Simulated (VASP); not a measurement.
**TiO2: single point with RPBE+D3(BJ)**

TiO2:

```
Ti O
1.0
     4.45707    0.00000    0.00000
    -2.22854    3.85994    0.00000
     0.00000    0.00000    5.43992
Ti O
3 6
Direct
  0.39095 0.00000 0.33333
  0.00000 0.39095 0.66667
  0.60905 0.60905 0.00000
  0.67453 0.03915 0.07506
  0.63539 0.96085 0.59161
  0.36461 0.32547 0.74172
  0.03915 0.67453 0.92494
  0.96085 0.63539 0.40839
  0.32547 0.36461 0.25828
```

- Program: VASP 6.6.1
- Task: single point
- Functional: RPBE
- Dispersion: D3(BJ)
- Potentials or basis: VASP PAW PBE potentials, release 64 (Ti_sv, O)
- Cutoff: 520 eV
- k mesh: 6 × 6 × 5
- Occupations: fermi-dirac, width 0.05 eV
- Spin: no spin polarisation
- Dipole correction: no
- Further INCAR settings: ALGO = Normal; EDIFF = 1e-07; NBANDS = 46

```yaml
Pressure: 0.7 GPa
Largest_force: 0.079 eV/Å
Band_gap_on_the_k_mesh: 2.54 eV, indirect (least direct gap 2.68 eV)
Dispersion_energy_per_atom: -1.022 eV
```

Forces on the atoms (eV/Å):
```
Ti  -0.009  0.000  0.000
Ti   0.005 -0.008  0.000
Ti   0.005  0.008  0.000
O    0.017  0.066 -0.040
O    0.017 -0.066  0.040
O    0.048 -0.048 -0.040
O    0.048  0.048  0.040
O   -0.066 -0.018 -0.040
O   -0.066  0.018  0.040
```

Stress tensor (GPa, compression positive):
```
0.71 0.00 0.00
0.00 0.71 0.00
0.00 0.00 0.57
```

Levels at points of the mesh, in eV from the valence-band top:
| k point | band 34 | band 35 | band 36 | band 37 | band 38 | band 39 |
| --- | --- | --- | --- | --- | --- | --- |
| (0.00, 0.00, 0.00) | -0.73 | -0.73 | -0.58 | 3.10 | 3.10 | 3.24 |
| (0.50, 0.00, 0.00) | -0.67 | -0.63 | 0.00 | 2.68 | 3.09 | 3.19 |

It took 3.5 min on 1 thread of Intel Xeon 8259CL (shared host), peak memory 0.27 GiB.

Caveat: the PAW data sets were made with another functional, which shifts forces and pressure a little. A hybrid or GW would open this gap; RPBE tends to underestimate it.
